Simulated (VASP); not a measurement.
# LiCl: single point with HSE06

The system is LiCl.

```
CELL_PARAMETERS angstrom
3.32935 0.05823 0.05823
0.05823 3.32935 0.05823
0.05823 0.05823 3.32935
ATOMIC_POSITIONS crystal
Li 0.00000 0.00000 0.00000
Cl 0.50000 0.50000 0.50000
```

This cell differs from its parent crystal: strain along [111] +5.3%.

| Property | Result |
| --- | --- |
| Program | VASP 6.6.1 |
| Task | single point |
| Functional | HSE06 |
| Potentials or basis | VASP PAW PBE potentials, release 64 (Li_sv, Cl) |
| Cutoff | 520 eV |
| k mesh | 6 × 6 × 6 |
| Occupations | gaussian, width 0.01 eV |
| Spin | no spin polarisation |

The band gap on the k mesh is 5.51 eV (least direct gap 6.15 eV).

Levels at points of the mesh, in eV from the valence-band top:
```tsv
k point	band 2	band 3	band 4	band 5	band 6	band 7	band 8	band 9
(0.00, 0.00, 0.00)	-15.29	-0.86	-0.86	-0.64	5.51	10.13	10.13	14.23
(0.50, 0.00, 0.00)	-14.79	-3.92	-0.39	-0.27	7.09	10.69	11.33	11.84
(0.50, 0.50, 0.00)	-14.31	-3.35	-3.23	0.00	6.53	10.94	11.30	11.96
(0.50, 0.50, 0.50)	-13.90	-2.55	-2.41	-2.41	6.35	6.71	6.71	13.24
```

Run time: 6.7 min on 1 thread of Intel(R) Xeon(R) 6975P-C (Granite Rapids) (shared host), peak memory 0.27 GiB.

Caveat: the cell differs from its parent crystal (strain along [111] +5.3%); the structure was generated, so it needn't be the stable form of LiCl. A k mesh can miss the band edges.
